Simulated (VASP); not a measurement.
# SO (rock salt type) (Fm-3m) in VASP: a series of runs

The runs below take SO (rock salt type) through single point, with PBE, r2SCAN.

Everything below comes from runs of VASP 6.6.1. Logs are shortened: lines on timing, memory, paths and dates and some standing lists are left out, and cuts for length are marked.

## 1. The cell of the first run

It takes space group Fm-3m (No. 225, cubic). The conventional cell has a = 4.622 Å, b = 4.622 Å, c = 4.622 Å, α = 90.00°, β = 90.00°, γ = 90.00°. S (site symmetry m-3m) has 6 O at 2.31 Å within 3.1 Å. O (site symmetry m-3m) has 6 S at 2.31 Å within 3.1 Å.

## 2. Single point, PBE

The input, INCAR:

```
SYSTEM = SO
PREC = Accurate ; ENCUT = 520
EDIFF = 1E-6 ; ISMEAR = -1
SIGMA = 0.06122561905347299 ; LREAL = .False.
LASPH = .True. ; NELM = 80
ALGO = Normal ; ISIF = 2
LWAVE = .False. ; LCHARG = .False.
GGA = PE ; NBANDS = 13
```

The input, KPOINTS:

```
Automatic mesh
0
Gamma
  14 14 14
  0 0 0
```

The input, POSCAR:

```
SO
1.0
    0.0000000000      2.3110000422      2.3110000422
    2.3110000422      0.0000000000      2.3110000422
    2.3110000422      2.3110000422      0.0000000000
S O
1 1
Direct
    0.0000000000      0.0000000000      0.0000000000
    0.5000000000      0.5000000000      0.5000000000
```

Potentials or basis: VASP PAW PBE potentials, release 64 (S, O).

Command:

```
$ cat potpaw_PBE.64/S/POTCAR potpaw_PBE.64/O/POTCAR > POTCAR
$ mpirun -np 1 vasp_std > vasp.out
```

OUTCAR:

```text
SYSTEM = SO
   PREC = Accurate
   ENCUT = 520
   EDIFF = 1E-6
   ISMEAR = -1
   LREAL = .False.
   LASPH = .True.
   NELM = 80
   ISIF = 2
   GGA = PE

 ion  position               nearest neighbor table
   1  0.000  0.000  0.000-   2 2.31   2 2.31   2 2.31   2 2.31   2 2.31   2 2.31
   2  0.500  0.500  0.500-   1 2.31   1 2.31   1 2.31   1 2.31   1 2.31   1 2.31

  LATTYP: Found a face centered cubic cell.
 ALAT       =     4.6220000844

  Lattice vectors:

 A1 = (   0.0000000000,   2.3110000422,   2.3110000422)
 A2 = (   2.3110000422,   0.0000000000,   2.3110000422)
 A3 = (   2.3110000422,   2.3110000422,   0.0000000000)

Analysis of symmetry for initial positions (statically):
=====================================================================
 Subroutine PRICEL returns:
 Original cell was already a primitive cell.

 Routine SETGRP: Setting up the symmetry group for a
 face centered cubic supercell.

 Subroutine GETGRP returns: Found 48 space group operations
 (whereof 48 operations were pure point group operations)
 out of a pool of 48 trial point group operations.

The static configuration has the point symmetry O_h .

Analysis of symmetry for dynamics (positions and initial velocities):
=====================================================================
 Subroutine PRICEL returns:
 Original cell was already a primitive cell.

 Routine SETGRP: Setting up the symmetry group for a
 face centered cubic supercell.

 Subroutine GETGRP returns: Found 48 space group operations
 (whereof 48 operations were pure point group operations)
 out of a pool of 48 trial point group operations.

The dynamic configuration has the point symmetry O_h .

 Subroutine INISYM returns: Found 48 space group operations
 (whereof 48 operations are pure point group operations),
 and found     1 'primitive' translations

----------------------------------------------------------------------------------------

                                     Primitive cell

  volume of cell :      24.6848

  direct lattice vectors                    reciprocal lattice vectors
     0.000000000  2.311000042  2.311000042    -0.216356552  0.216356552  0.216356552
     2.311000042  0.000000000  2.311000042     0.216356552 -0.216356552  0.216356552
     2.311000042  2.311000042  0.000000000     0.216356552  0.216356552 -0.216356552

  length of vectors
     3.268247602  3.268247602  3.268247602     0.374740540  0.374740540  0.374740540

  position of ions in fractional coordinates (direct lattice)
     0.000000000  0.000000000  0.000000000
     0.500000000  0.500000000  0.500000000

  ion indices of the primitive-cell ions
   primitive index   ion index
                 1           1
                 2           2

----------------------------------------------------------------------------------------

 KPOINTS: Automatic mesh

Automatic generation of k-mesh.
 Grid dimensions read from file:
 generate k-points for:   14   14   14

 Generating k-lattice:

  Cartesian coordinates                     Fractional coordinates (reciprocal lattice)
    -0.015454039  0.015454039  0.015454039     0.071428571  0.000000000  0.000000000
     0.015454039 -0.015454039  0.015454039     0.000000000  0.071428571  0.000000000
     0.015454039  0.015454039 -0.015454039     0.000000000  0.000000000  0.071428571

  Length of vectors
     0.026767181  0.026767181  0.026767181

  Shift w.r.t. Gamma in fractional coordinates (k-lattice)
     0.000000000  0.000000000  0.000000000

 Subroutine IBZKPT returns following result:
 ===========================================

 Found    104 irreducible k-points:

 Following reciprocal coordinates:
            Coordinates               Weight
  0.000000  0.000000  0.000000      1.000000
  0.071429  0.000000  0.000000      8.000000
  0.142857  0.000000  0.000000      8.000000
  0.214286  0.000000  0.000000      8.000000
  0.285714  0.000000  0.000000      8.000000
  0.357143  0.000000  0.000000      8.000000
[... 16 lines left out ...]
  0.214286  0.142857  0.000000     24.000000
  0.285714  0.142857  0.000000     24.000000
 [... further k-points ...]
   k-points           NKPTS =    104   k-points in BZ     NKDIM =    104   number of bands    NBANDS=     13
   number of dos      NEDOS =    301   number of ions     NIONS =      2
   total plane-waves  NPLWV =  13824
   dimension x,y,z NGX =    24 NGY =   24 NGZ =   24
   dimension x,y,z NGXF=    48 NGYF=   48 NGZF=   48
   ions per type =               1   1
   NGX,Y,Z   is equivalent  to a cutoff of  12.21, 12.21, 12.21 a.u.
   NGXF,Y,Z  is equivalent  to a cutoff of  24.42, 24.42, 24.42 a.u.
 SYSTEM =  SO
   PREC   = accura    normal or accurate (medium, high low for compatibility)
   ISTART =      0    job   : 0-new  1-cont  2-samecut
   ICHARG =      2    charge: 1-file 2-atom 10-const
   ISPIN  =      1    spin polarized calculation?
   LNONCOLLINEAR =      F non collinear calculations
   LSORBIT =      F    spin-orbit coupling
   LASPH  =      T    aspherical Exc in radial PAW
   ENCUT  =  520.0 eV  38.22 Ry    6.18 a.u.   6.08  6.08  6.08*2*pi/ulx,y,z
   NELM   =     80;   NELMIN=  2; NELMDL= -5     # of ELM steps
   EDIFF  = 0.1E-05   stopping-criterion for ELM
   LREAL  =      F    real-space projection
   EDIFFG = 0.1E-04   stopping-criterion for IOM
   NSW    =      0    number of steps for IOM
   IBRION =     -1    ionic relax: 0-MD 1-quasi-New 2-CG
   NFREE  =      0    steps in history (QN), initial steepest desc. (CG)
   ISIF   =      2    stress and relaxation
   ISYM   =      2    0-nonsym 1-usesym 2-fastsym
   POTIM  = 0.5000    time-step for ionic-motion
   TEBEG  =    0.0;   TEEND  =   0.0 temperature during run
   PSTRESS=    0.0 pullay stress
   NELECT =      12.0000    total number of electrons
   NUPDOWN=      -1.0000    fix difference up-down
   EMIN   =  10.00;   EMAX   =-10.00  energy-range for DOS
   EFERMI =   0.00;   METHOD = LEGACY
   ISMEAR =    -1;   SIGMA  =   0.06  broadening in eV -4-tet -1-fermi 0-gaus
   EFERMI_NEDOS =   21; number of points for ismear=-14 and -15
   IALGO  =     38    algorithm
   IMIX   =      4    mixing-type and parameters
     AMIX     =   0.40;   BMIX     =  1.00
     AMIX_MAG =   1.60;   BMIX_MAG =  1.00
  volume/ion in A,a.u.               =      12.34        83.29
  Fermi-wavevector in a.u.,A,eV,Ry     =   1.287237  2.432526 22.544581  1.656980
  Thomas-Fermi vector in A             =   2.419264
   LORBIT       =      0    0 simple, 1 ext, 2 COOP (PROOUT), +10 PAW based schemes
   GGA     = PE    functional components
[... 5 lines left out ...]
 non-spin polarized calculation
  energy-cutoff  :      520.00
  volume of cell :       24.68
 maximum number of plane-waves:       676
   NGX = 13   NGY = 13   NGZ = 13

 number of electron      11.9999998 magnetization

 Free energy of the ion-electron system (eV)
  ---------------------------------------------------
  ext. energy  EPLUGINS =         0.00000000
  ---------------------------------------------------
  free energy    TOTEN  =        -7.10065056 eV

  energy without entropy =       -7.08706739  energy(sigma->0) =       -7.09385898

 E-fermi :   5.9751     XC(G=0): -11.1034

 val. band max:        5.9208108402   @ k =   0.5000   0.1429   0.0000
 cond. band min:       5.9992973705   @ k =   0.5000   0.2857   0.0714
 fundamental gap:      0.0784865302
 Fermi energy:         5.9751113612

 k-point     1 :       0.0000    0.0000    0.0000
  band No.  band energies     occupation
      1     -14.3395      2.00000
      2      -5.1858      2.00000
      3       1.8724      2.00000
      4       1.8724      2.00000
      5       1.8724      2.00000
      6       7.6442      0.00000
      7       7.6442      0.00000
      8       7.6442      0.00000
      9      15.5752      0.00000
     10      15.5752      0.00000
     11      15.5752      0.00000
     12      18.6469      0.00000
     13      18.7470      0.00000

 k-point     2 :       0.0714    0.0000    0.0000
  band No.  band energies     occupation
      1     -14.2839      2.00000
      2      -5.2967      2.00000
      3       1.8812      2.00000
      4       1.8812      2.00000
      5       1.9179      2.00000
      6       7.4295      0.00000
      7       7.5011      0.00000
      8       7.5011      0.00000
      9      15.4601      0.00000
     10      15.7289      0.00000
     11      15.7289      0.00000
     12      18.8876      0.00000
     13      18.9563      0.00000

 k-point     3 :       0.1429    0.0000    0.0000
  band No.  band energies     occupation
      1     -14.1214      2.00000
      2      -5.6099      2.00000
      3       1.9096      2.00000
      4       1.9096      2.00000
      5       2.0433      2.00000
      6       6.8728      0.00000
      7       7.1188      0.00000
      8       7.1188      0.00000
      9      15.2319      0.00000
     10      16.1674      0.00000
     11      16.1674      0.00000
     12      19.5426      0.00000
     13      19.5641      0.00000

 k-point     4 :       0.2143    0.0000    0.0000
  band No.  band energies     occupation
      1     -13.8673      2.00000
      2      -6.0733      2.00000
      3       1.9615      2.00000
      4       1.9615      2.00000
      5       2.2244      2.00000
      6       6.1488      0.11066
      7       6.6018      0.00007
      8       6.6018      0.00007
      9      15.0784      0.00000
     10      16.8334      0.00000
     11      16.8334      0.00000
     12      20.4054      0.00000
     13      20.4055      0.00000

 k-point     5 :       0.2857    0.0000    0.0000
  band No.  band energies     occupation
      1     -13.5511      2.00000
      2      -6.6122      2.00000
      3       2.0381      2.00000
      4       2.0381      2.00000
      5       2.4421      2.00000
      6       5.4049      1.99982
      7       6.0585      0.40778
      8       6.0585      0.40778
      9      15.0821      0.00000
     10      17.6423      0.00000
     11      17.6423      0.00000
     12      21.4177      0.00000
     13      21.4356      0.00000
[... 257 lines left out ...]
 k-point    22 :       0.1429    0.1429    0.0000
  band No.  band energies     occupation
      1     -14.0532      2.00000
      2      -5.6581      2.00000
      3       1.4984      2.00000
      4       1.4984      2.00000
      5       2.8029      2.00000
      6       5.6140      1.99453
      7       7.6610      0.00000
      8       7.6610      0.00000
      9      14.2080      0.00000
     10      16.9443      0.00000
     11      16.9443      0.00000
     12      19.0794      0.00000
     13      19.1581      0.00000

 k-point    23 :       0.2143    0.1429    0.0000
  band No.  band energies     occupation
      1     -13.8706      2.00000
      2      -5.9145      2.00000
      3       1.3610      2.00000
      4       1.3643      2.00000
      5       2.9972      2.00000
      6       5.0088      2.00000
      7       7.5299      0.00000
      8       7.5584      0.00000
      9      13.8883      0.00000
     10      17.4900      0.00000
     11      17.6507      0.00000
     12      19.5040      0.00000
     13      19.5906      0.00000

 k-point    24 :       0.2857    0.1429    0.0000
  band No.  band energies     occupation
      1     -13.6116      2.00000
      2      -6.2885      2.00000
      3       1.2784      2.00000
      4       1.2964      2.00000
      5       2.8413      2.00000
      6       4.7819      2.00000
      7       7.1796      0.00000
      8       7.2521      0.00000
      9      13.9308      0.00000
     10      17.8708      0.00000
     11      18.3922      0.00000
     12      20.2627      0.00000
     13      20.4833      0.00000

 [... further k-points ...]

------------------------ aborting loop because EDIFF is reached ----------------------------------------

  FORCE on cell =-STRESS in cart. coord.  units (eV):
  Direction    XX          YY          ZZ          XY          YZ          ZX
  --------------------------------------------------------------------------------------
  -------------------------------------------------------------------------------------
  Total       -0.0451679     -0.0451679     -0.0451679      0.0000000     -0.0000000      0.0000000
  in kB       -2.9316388     -2.9316388     -2.9316388      0.0000000     -0.0000000      0.0000000
  external PRESSURE =      -2.9316388 kB  Pullay stress =       0.0000000 kB

 VOLUME and BASIS-vectors are now :
 -----------------------------------------------------------------------------
  energy-cutoff  :      520.00
  volume of cell :       24.68
      direct lattice vectors                 reciprocal lattice vectors
     0.000000000  2.311000042  2.311000042    -0.216356552  0.216356552  0.216356552
     2.311000042  0.000000000  2.311000042     0.216356552 -0.216356552  0.216356552
     2.311000042  2.311000042  0.000000000     0.216356552  0.216356552 -0.216356552

 POSITION                                       TOTAL-FORCE (eV/Angst)
 -----------------------------------------------------------------------------------
      0.00000      0.00000      0.00000        -0.000000      0.000000     -0.000000
      2.31100      2.31100      2.31100         0.000000     -0.000000      0.000000
 -----------------------------------------------------------------------------------
    total drift:                                0.000000     -0.000000      0.000000

  FREE ENERGIE OF THE ION-ELECTRON SYSTEM (eV)
  ---------------------------------------------------
  free  energy   TOTEN  =        -7.1006505644 eV

  energy  without entropy=       -7.0870673886  energy(sigma->0) =       -7.09385898
```

Wall time 23 s (1 thread of AMD EPYC 7R13 (Zen 3), shared host); peak memory 0.12 GiB.

Results:

| Quantity | Value |
| --- | --- |
| Free energy | -7.1007 eV |
| Pressure | -0.3 GPa |
| Band gap on the k mesh | zero (band 6 reaches 8.16 eV, above the bottom of band 7 at 5.13 eV) |

Levels at points of the mesh, in eV from the Fermi level:
| k point | band 2 | band 3 | band 4 | band 5 | band 6 | band 7 | band 8 | band 9 | band 10 | band 11 |
| --- | --- | --- | --- | --- | --- | --- | --- | --- | --- | --- |
| (0.00, 0.00, 0.00) | -11.16 | -4.10 | -4.10 | -4.10 | 1.67 | 1.67 | 1.67 | 9.60 | 9.60 | 9.60 |
| (0.50, 0.00, 0.00) | -13.65 | -3.73 | -3.73 | -2.87 | -2.03 | -0.85 | -0.85 | 9.47 | 13.37 | 13.37 |
| (0.50, 0.50, 0.00) | -11.84 | -8.26 | -5.83 | -5.83 | 2.19 | 2.19 | 2.39 | 5.30 | 13.27 | 15.70 |

## 3. Single point, PBE

This run uses another cell than the first one, of 12.59 Å³/atom, 1.020 times its volume.

The input, INCAR:

```
SYSTEM = SO
ALGO = Normal ; EDIFF = 1E-6
ENCUT = 520 ; GGA = PE
ISIF = 2 ; ISMEAR = -1
LASPH = .True. ; LCHARG = .False.
LREAL = .False. ; LWAVE = .False.
NBANDS = 13 ; NELM = 100
PREC = Accurate ; SIGMA = 0.06122561905347299
```

The input, KPOINTS:

```
k-points
0
Gamma
  14 14 14
  0 0 0
```

The input, POSCAR:

```
SO
1.0
    0.0000000000      2.3263051243      2.3263051243
    2.3263051243      0.0000000000      2.3263051243
    2.3263051243      2.3263051243      0.0000000000
S O
1 1
Direct
    0.0000000000      0.0000000000      0.0000000000
    0.5000000000      0.5000000000      0.5000000000
```

Potentials or basis: VASP PAW PBE potentials, release 64 (S, O).

Command:

```
$ cat potpaw_PBE.64/S/POTCAR potpaw_PBE.64/O/POTCAR > POTCAR
$ mpirun -np 1 vasp_std > vasp.out
```

It took 22 s on 1 thread of AMD EPYC 7R13 (Zen 3), shared host; peak memory 0.12 GiB.

Results (log left out):

```yaml
Free_energy: -7.0966 eV
Pressure: -2.7 GPa
Band_gap_on_the_k_mesh: zero (band 6 reaches 7.81 eV, above the bottom of band 7 at 4.86 eV)
```

Levels at points of the mesh, in eV from the Fermi level:
```csv
k point,band 4,band 5,band 6,band 7,band 8,band 9
"(0.00, 0.00, 0.00)",-3.99,-3.99,1.62,1.62,1.62,9.66
"(0.50, 0.00, 0.00)",-3.61,-2.82,-2.02,-0.83,-0.83,9.48
"(0.50, 0.50, 0.00)",-5.67,-5.67,2.13,2.13,2.33,5.42
```

## 4. Single point, PBE

This run uses another cell than the first one, of 12.84 Å³/atom, 1.040 times its volume.

The input, INCAR:

```
SYSTEM = SO
PREC = Accurate ; ENCUT = 520
EDIFF = 1E-6 ; ISMEAR = -1
SIGMA = 0.06122561905347299 ; LREAL = .False.
LASPH = .True. ; NELM = 100
ALGO = Normal ; ISIF = 2
LWAVE = .False. ; LCHARG = .True.
GGA = PE ; LELF = .True.
LVHAR = .True. ; NBANDS = 13
```

The input, KPOINTS:

```
regular mesh
0
Gamma
  14 14 14
  0 0 0
```

The input, POSCAR:

```
SO
1.0
    0.0000000000      2.3414114250      2.3414114250
    2.3414114250      0.0000000000      2.3414114250
    2.3414114250      2.3414114250      0.0000000000
S O
1 1
Direct
    0.0000000000      0.0000000000      0.0000000000
    0.5000000000      0.5000000000      0.5000000000
```

Command:

```
$ cat potpaw_PBE.64/S/POTCAR potpaw_PBE.64/O/POTCAR > POTCAR
$ mpirun -np 1 vasp_std > vasp.out
```

It took 42 s on 1 thread of AMD EPYC 7R13 (Zen 3), shared host; peak memory 0.14 GiB.

Results (log left out):

```
Free energy            : -7.0854 eV
Pressure               : -4.9 GPa
Band gap on the k mesh : zero (band 6 reaches 7.48 eV, above the bottom of band 7 at 4.60 eV)
```

Levels at points of the mesh, in eV from the Fermi level:
```csv
k point,band 4,band 5,band 6,band 7,band 8,band 9
"(0.00, 0.00, 0.00)",-3.88,-3.88,1.58,1.58,1.58,9.72
"(0.50, 0.00, 0.00)",-3.49,-2.77,-2.00,-0.80,-0.80,9.48
"(0.50, 0.50, 0.00)",-5.52,-5.52,2.08,2.08,2.28,5.54
```

(Part 1 of 2 ends here.)
